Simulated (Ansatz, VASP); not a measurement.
## Two plane-wave programs on V

Contents of INCAR:

```
SYSTEM = V
ALGO = Normal
EDIFF = 1E-6
ENCUT = 520
GGA = PE
ISIF = 2
ISMEAR = 0
ISPIN = 2
LASPH = .True.
LCHARG = .False.
LMAXMIX = 4
LORBIT = 11
LREAL = .False.
LWAVE = .False.
MAGMOM = 1
NBANDS = 16
NELM = 150
PREC = Accurate
SIGMA = 0.05
```

KPOINTS

```
k-points
0
Gamma
  8 8 8
  0 0 0
```

Contents of POSCAR:

```
V
1.0
    0.0000000000      1.9024806012      1.9024806012
    1.9024806012      0.0000000000      1.9024806012
    1.9024806012      1.9024806012      0.0000000000
V
1
Direct
    0.0000000000      0.0000000000      0.0000000000
```

Input for Ansatz:

```yaml
crystal:
  lattice:
    - [0.0, 1.9024806012, 1.9024806012]
    - [1.9024806012, 0.0, 1.9024806012]
    - [1.9024806012, 1.9024806012, 0.0]
  atoms:
    - { symbol: V, position: [0.0, 0.0, 0.0], spin: 1.0 }
basis:
  ecutwfc: 420
  ecutrho_ratio: 4
kpoints:
  mp_grid: { grid: [8, 8, 8] }
hamiltonian:
  xc: pbe
scf:
  occupations: { method: gaussian, width: 0.05 }
output:
  forces: true
  stress: true
  eigenvalues: true
  populations: true
magnetization:
  spin_polarized: true
```

Alike in both runs: task single point; functional PBE; k mesh 8 × 8 × 8; occupations gaussian, width 0.05 eV; collinear spin.

|  | VASP | Ansatz |
| --- | --- | --- |
| version | VASP 6.6.1 | Ansatz 0.2.0 |
| potentials or method | VASP PAW PBE potentials, release 64 (V_sv), cutoff 520 eV | scalar-relativistic, plane waves, PAW |
| valence electrons in the cell | 13 | 13 |

```csv
,VASP,Ansatz,Ansatz less VASP
pressure (GPa),2.3,2.1,-0.19
net moment per atom (μB),0.08,0.08,0.000
size of the moment on the site where the two differ most (μB),0.07,0.07,-0.001
```

Site moments also hang on the region over which each program counts them. Ansatz's warnings: seeded moment not kept.
